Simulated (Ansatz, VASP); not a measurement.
Two plane-wave programs on V

```xyz
1
Lattice="-1.5144 1.5144 1.5144 1.5144 -1.5144 1.5144 1.5144 1.5144 -1.5144" Properties=species:S:1:pos:R:3 pbc="T T T"
V     0.0000    0.0000    0.0000
```

Alike in both runs: task single point; functional PBE; k mesh 20 × 20 × 20; occupations gaussian, width 0.05 eV; no spin polarisation.

```csv
,VASP,Ansatz
version,VASP 6.6.1,Ansatz 0.2.0
potentials or method,"VASP PAW PBE potentials, release 64 (V_sv), cutoff 520 eV","scalar-relativistic, plane waves, PAW"
valence electrons in the cell,13,13
```

|  | VASP | Ansatz | Ansatz less VASP |
| --- | --- | --- | --- |
| gap on the k mesh at the Fermi level (eV) | none | none | - |
| pressure (GPa) | -5.3 | -5.5 | -0.20 |

A gap of «none» marks a metal or a gap that the smearing closes. The functional is the same, so the differences come from potentials, cutoffs and numerics.
